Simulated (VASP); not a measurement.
# FePt (P4/mmm) in VASP: further runs

FePt is run at these levels: LDA; tasks: single point.

Program: VASP 6.6.1. These are calculated values, not measurements. Logs are shortened: lines on timing, memory, paths and dates and some standing lists are left out, and cuts for length are marked.

## Step 1: The cell of the first run

The structure is tetragonal, space group P4/mmm (No. 123). Conventional cell: a = 2.722 Å, b = 2.722 Å, c = 3.700 Å, α = 90.00°, β = 90.00°, γ = 90.00°. Within 3.5 Å of Fe (site symmetry 4/mmm) lie 8 Pt at 2.67 Å and 4 Fe at 2.72 Å. Within 3.5 Å of Pt (site symmetry 4/mmm) lie 8 Fe at 2.67 Å and 4 Pt at 2.72 Å.

## Step 2: Single point, LDA, collinear spin, ferromagnetic start

The input, INCAR:

```
ALGO = Fast
EDIFF = 1E-7
ENCUT = 520
GGA = CA
ISIF = 2
ISMEAR = 0
ISPIN = 2
LASPH = T
LCHARG = F
LMAXMIX = 4
LORBIT = 11
LREAL = F
LWAVE = F
MAGMOM = 3.15 0
NBANDS = 20
NELM = 150
PREC = Accurate
SIGMA = 0.05
```

The input, KPOINTS:

```
k-points
0
Gamma
  12 12 8
```

The input, POSCAR:

```
FePt
1.0
    2.7216546016      0.0000000000      0.0000000000
    0.0000000000      2.7216546016      0.0000000000
    0.0000000000      0.0000000000      3.7000008167
Fe Pt
1 1
Direct
    0.5000000000      0.5000000000      0.5000000000
    0.0000000000      0.0000000000      0.0000000000
```

Potentials or basis: VASP PAW LDA potentials, release 64 (Fe, Pt).

Launch:

```sh
$ cat potpaw_LDA.64/Fe/POTCAR potpaw_LDA.64/Pt/POTCAR > POTCAR
$ mpirun -np 1 vasp_std > vasp.out
```

OUTCAR:

```text
EDIFF = 1E-7
   ENCUT = 520
   GGA = CA
   ISIF = 2
   ISMEAR = 0
   ISPIN = 2
   LASPH = T
   LORBIT = 11
   LREAL = F
   NELM = 150
   PREC = Accurate

 ion  position               nearest neighbor table
   1  0.500  0.500  0.500-   2 2.67   2 2.67   2 2.67   2 2.67   2 2.67   2 2.67   2 2.67   2 2.67

   2  0.000  0.000  0.000-   1 2.67   1 2.67   1 2.67   1 2.67   1 2.67   1 2.67   1 2.67   1 2.67

  LATTYP: Found a simple tetragonal cell.
 ALAT       =     2.7216546016
 C/A-ratio  =     1.3594674411

  Lattice vectors:

 A1 = (   2.7216546016,   0.0000000000,   0.0000000000)
 A2 = (   0.0000000000,   2.7216546016,   0.0000000000)
 A3 = (   0.0000000000,   0.0000000000,   3.7000008167)

Analysis of symmetry for initial positions (statically):
=====================================================================
 Subroutine PRICEL returns:
 Original cell was already a primitive cell.

 Routine SETGRP: Setting up the symmetry group for a
 simple tetragonal supercell.

 Subroutine GETGRP returns: Found 16 space group operations
 (whereof 16 operations were pure point group operations)
 out of a pool of 16 trial point group operations.

The static configuration has the point symmetry D_4h.

Analysis of symmetry for dynamics (positions and initial velocities):
=====================================================================
 Subroutine PRICEL returns:
 Original cell was already a primitive cell.

 Routine SETGRP: Setting up the symmetry group for a
 simple tetragonal supercell.

 Subroutine GETGRP returns: Found 16 space group operations
 (whereof 16 operations were pure point group operations)
 out of a pool of 16 trial point group operations.

The dynamic configuration has the point symmetry D_4h.

Analysis of structural, dynamic, and magnetic symmetry:
=====================================================================
 Subroutine PRICEL returns:
 Original cell was already a primitive cell.

 Routine SETGRP: Setting up the symmetry group for a
 simple tetragonal supercell.

 Subroutine GETGRP returns: Found 16 space group operations
 (whereof 16 operations were pure point group operations)
 out of a pool of 16 trial point group operations.

The overall configuration has the point symmetry D_4h.

 Subroutine INISYM returns: Found 16 space group operations
 (whereof 16 operations are pure point group operations),
 and found     1 'primitive' translations

----------------------------------------------------------------------------------------

                                     Primitive cell

  volume of cell :      27.4074

  direct lattice vectors                    reciprocal lattice vectors
     2.721654602  0.000000000  0.000000000     0.367423552  0.000000000  0.000000000
     0.000000000  2.721654602  0.000000000     0.000000000  0.367423552  0.000000000
     0.000000000  0.000000000  3.700000817     0.000000000  0.000000000  0.270270211

  length of vectors
     2.721654602  2.721654602  3.700000817     0.367423552  0.367423552  0.270270211

  position of ions in fractional coordinates (direct lattice)
     0.500000000  0.500000000  0.500000000
     0.000000000  0.000000000  0.000000000

  ion indices of the primitive-cell ions
   primitive index   ion index
                 1           1
                 2           2

----------------------------------------------------------------------------------------

 KPOINTS: k-points

Automatic generation of k-mesh.
 Grid dimensions read from file:
 generate k-points for:   12   12    8

 Generating k-lattice:

  Cartesian coordinates                     Fractional coordinates (reciprocal lattice)
     0.030618629  0.000000000  0.000000000     0.083333333  0.000000000  0.000000000
     0.000000000  0.030618629  0.000000000     0.000000000  0.083333333  0.000000000
     0.000000000  0.000000000  0.033783776     0.000000000  0.000000000  0.125000000

  Length of vectors
     0.030618629  0.030618629  0.033783776

  Shift w.r.t. Gamma in fractional coordinates (k-lattice)
     0.000000000  0.000000000  0.000000000

 Subroutine IBZKPT returns following result:
 ===========================================

 Found    140 irreducible k-points:

 Following reciprocal coordinates:
            Coordinates               Weight
  0.000000  0.000000  0.000000      1.000000
  0.083333  0.000000  0.000000      4.000000
  0.166667  0.000000  0.000000      4.000000
  0.250000  0.000000  0.000000      4.000000
  0.333333  0.000000  0.000000      4.000000
  0.416667  0.000000  0.000000      4.000000
[... 16 lines left out ...]
  0.333333  0.333333  0.000000      4.000000
  0.416667  0.333333  0.000000      8.000000
 [... further k-points ...]
   k-points           NKPTS =    140   k-points in BZ     NKDIM =    140   number of bands    NBANDS=     20
   number of dos      NEDOS =    301   number of ions     NIONS =      2
   total plane-waves  NPLWV =  11200
   dimension x,y,z NGX =    20 NGY =   20 NGZ =   28
   dimension x,y,z NGXF=    40 NGYF=   40 NGZF=   56
   ions per type =               1   1
   NGX,Y,Z   is equivalent  to a cutoff of  12.22, 12.22, 12.58 a.u.
   NGXF,Y,Z  is equivalent  to a cutoff of  24.43, 24.43, 25.16 a.u.
 SYSTEM =  unknown system
   PREC   = accura    normal or accurate (medium, high low for compatibility)
   ISTART =      0    job   : 0-new  1-cont  2-samecut
   ICHARG =      2    charge: 1-file 2-atom 10-const
   ISPIN  =      2    spin polarized calculation?
   LNONCOLLINEAR =      F non collinear calculations
   LSORBIT =      F    spin-orbit coupling
   LASPH  =      T    aspherical Exc in radial PAW
   ENCUT  =  520.0 eV  38.22 Ry    6.18 a.u.   5.06  5.06  6.88*2*pi/ulx,y,z
   NELM   =    150;   NELMIN=  2; NELMDL= -5     # of ELM steps
   EDIFF  = 0.1E-06   stopping-criterion for ELM
   LREAL  =      F    real-space projection
   EDIFFG = 0.1E-05   stopping-criterion for IOM
   NSW    =      0    number of steps for IOM
   IBRION =     -1    ionic relax: 0-MD 1-quasi-New 2-CG
   NFREE  =      0    steps in history (QN), initial steepest desc. (CG)
   ISIF   =      2    stress and relaxation
   ISYM   =      2    0-nonsym 1-usesym 2-fastsym
   POTIM  = 0.5000    time-step for ionic-motion
   TEBEG  =    0.0;   TEEND  =   0.0 temperature during run
   PSTRESS=    0.0 pullay stress
   NELECT =      18.0000    total number of electrons
   NUPDOWN=      -1.0000    fix difference up-down
   EMIN   =  10.00;   EMAX   =-10.00  energy-range for DOS
   EFERMI =   0.00;   METHOD = LEGACY
   ISMEAR =     0;   SIGMA  =   0.05  broadening in eV -4-tet -1-fermi 0-gaus
   EFERMI_NEDOS =   21; number of points for ismear=-14 and -15
   IALGO  =     68    algorithm
   IMIX   =      4    mixing-type and parameters
     AMIX     =   0.40;   BMIX     =  1.00
     AMIX_MAG =   1.60;   BMIX_MAG =  1.00
  volume/ion in A,a.u.               =      13.70        92.48
  Fermi-wavevector in a.u.,A,eV,Ry     =   1.423016  2.689110 27.551443  2.024974
  Thomas-Fermi vector in A             =   2.543658
   LORBIT       =     11    0 simple, 1 ext, 2 COOP (PROOUT), +10 PAW based schemes
   GGA     = CA    functional components
   LHFCALC =     F    Hartree Fock is set to
   AEXX    =    0.0000 exact exchange contribution
   IVDW    =     0    specifies the selected vdW correction
   LEPSILON=     F    determine dielectric tensor
   LRPA    =     F    only Hartree local field effects (RPA)
 spin polarized calculation
 RMM-DIIS sequential band-by-band and
 Gauss-broadening in eV      SIGMA  =   0.05
  energy-cutoff  :      520.00
  volume of cell :       27.41
 maximum number of plane-waves:       760
   NGX = 11   NGY = 11   NGZ = 13

 number of electron      17.9999998 magnetization       3.1877179

 Free energy of the ion-electron system (eV)
  ---------------------------------------------------
  ext. energy  EPLUGINS =         0.00000000
  ---------------------------------------------------
  free energy    TOTEN  =       -16.95349514 eV

  energy without entropy =      -16.95081124  energy(sigma->0) =      -16.95215319

 E-fermi :   8.5246     XC(G=0): -13.3467

 val. band max:        8.5224843042   @ k =   0.4167   0.4167   0.5000
 cond. band min:       8.5281093264   @ k =   0.4167   0.3333   0.2500
 fundamental gap:      0.0056250222
 Fermi energy:         8.5246240525

 spin component 1

 k-point     1 :       0.0000    0.0000    0.0000
  band No.  band energies     occupation
      1      -1.0600      1.00000
      2       2.2567      1.00000
      3       2.3671      1.00000
      4       5.2356      1.00000
      5       5.2356      1.00000
      6       5.8482      1.00000
[... 12 lines left out ...]
     19      30.0920      0.00000
     20      30.0923      0.00000
[... 507 lines left out ...]
 k-point    24 :       0.4167    0.3333    0.0000
  band No.  band energies     occupation
      1       2.2227      1.00000
      2       3.0528      1.00000
      3       3.1713      1.00000
      4       3.3904      1.00000
      5       6.2910      1.00000
      6       6.9358      1.00000
[... 12 lines left out ...]
     19      29.5258      0.00000
     20      29.6601      0.00000

 [... further k-points ...]

 spin component 2

 k-point     1 :       0.0000    0.0000    0.0000
  band No.  band energies     occupation
      1      -0.8252      1.00000
      2       2.7156      1.00000
      3       2.7780      1.00000
      4       6.1644      1.00000
      5       6.1644      1.00000
      6       7.7647      1.00000
[... 12 lines left out ...]
     19      30.2893      0.00000
     20      30.2893      0.00000
[... 507 lines left out ...]
 k-point    24 :       0.4167    0.3333    0.0000
  band No.  band energies     occupation
      1       2.6207      1.00000
      2       3.7692      1.00000
      3       3.8130      1.00000
      4       4.1172      1.00000
      5       6.6859      1.00000
      6       8.0691      1.00000
[... 12 lines left out ...]
     19      29.9444      0.00000
     20      30.1784      0.00000

 [... further k-points ...]

------------------------ aborting loop because EDIFF is reached ----------------------------------------

  FORCE on cell =-STRESS in cart. coord.  units (eV):
  Direction    XX          YY          ZZ          XY          YZ          ZX
  --------------------------------------------------------------------------------------
  -------------------------------------------------------------------------------------
  Total       -2.0939006     -2.0939006     -1.6453907      0.0000000      0.0000000     -0.0000000
  in kB     -122.4049035   -122.4049035    -96.1859833      0.0000000      0.0000000     -0.0000000
  external PRESSURE =    -113.6652634 kB  Pullay stress =       0.0000000 kB

 VOLUME and BASIS-vectors are now :
 -----------------------------------------------------------------------------
  energy-cutoff  :      520.00
  volume of cell :       27.41
      direct lattice vectors                 reciprocal lattice vectors
     2.721654602  0.000000000  0.000000000     0.367423552  0.000000000  0.000000000
     0.000000000  2.721654602  0.000000000     0.000000000  0.367423552  0.000000000
     0.000000000  0.000000000  3.700000817     0.000000000  0.000000000  0.270270211

 POSITION                                       TOTAL-FORCE (eV/Angst)
 -----------------------------------------------------------------------------------
      1.36083      1.36083      1.85000         0.000000      0.000000      0.000000
      0.00000      0.00000      0.00000         0.000000      0.000000      0.000000
 -----------------------------------------------------------------------------------
    total drift:                               -0.000000      0.000000      0.000000

  FREE ENERGIE OF THE ION-ELECTRON SYSTEM (eV)
  ---------------------------------------------------
  free  energy   TOTEN  =       -16.9534951411 eV

  energy  without entropy=      -16.9508112425  energy(sigma->0) =      -16.95215319

 total charge

# of ion       s       p       d       tot
------------------------------------------
    1        0.414   0.456   6.163   7.033
    2        0.716   0.664   8.053   9.433
--------------------------------------------------
tot          1.130   1.120  14.216  16.466

 magnetization (x)

# of ion       s       p       d       tot
------------------------------------------
    1        0.002  -0.001   2.791   2.793
    2       -0.022  -0.051   0.417   0.344
--------------------------------------------------
tot         -0.020  -0.052   3.209   3.137
```

It took 2 min on 1 thread of Intel Xeon Platinum 8488C (Sapphire Rapids), shared host; peak memory 0.22 GiB.

Results:

```yaml
Free_energy: -16.9535 eV
Pressure: -11.4 GPa
Net_moment: 3.19 μB per cell
Site_moments: Fe +2.79; Pt +0.34 μB
Valence_electrons_inside_the_program's_atomic_spheres: Fe 7.03; Pt 9.43
```

Stress tensor (GPa, compression positive):
```
-12.24   0.00   0.00
  0.00 -12.24   0.00
  0.00   0.00  -9.62
```

Levels at points of the mesh, in eV from the Fermi level:
Spin up:
```tsv
k point	band 7	band 8	band 9	band 10	band 11	band 12	band 13	band 14	band 15	band 16
(0.00, 0.00, 0.00)	-1.84	-1.58	-0.36	-0.16	-0.16	2.41	10.08	11.68	11.68	17.25
(0.50, 0.00, 0.00)	-2.64	-2.17	-1.83	-1.57	0.42	2.11	10.66	10.76	12.78	13.52
(0.50, 0.50, 0.00)	-0.29	-0.19	-0.19	0.62	1.64	1.64	7.73	10.23	11.04	12.45
(0.00, 0.00, 0.50)	-2.12	-2.12	-2.01	-2.01	-1.47	-0.77	15.78	15.82	16.25	16.25
(0.50, 0.00, 0.50)	-0.90	-0.57	-0.51	-0.44	-0.28	-0.24	4.86	7.04	16.22	16.56
(0.50, 0.50, 0.50)	-1.93	-1.67	-0.75	0.63	6.98	6.98	7.84	8.51	8.54	8.70
```
Spin down:
```csv
k point,band 6,band 7,band 8,band 9,band 10,band 11
"(0.00, 0.00, 0.00)",-0.76,-0.72,0.52,1.54,1.70,1.70
"(0.50, 0.00, 0.00)",-1.34,-1.15,-0.94,0.36,0.68,2.40
"(0.50, 0.50, 0.00)",1.18,1.54,1.79,1.79,1.80,1.92
"(0.00, 0.00, 0.50)",-1.88,-1.34,-0.54,0.08,0.42,0.42
"(0.50, 0.00, 0.50)",-0.44,-0.23,-0.22,0.89,1.51,1.55
"(0.50, 0.50, 0.50)",-1.35,-1.35,0.66,0.92,1.80,7.74
```

Caveat: the cell stands under tension; spin-orbit coupling is left out, which moves the levels of the heavy elements.

(Continued in part 2 of 2.)
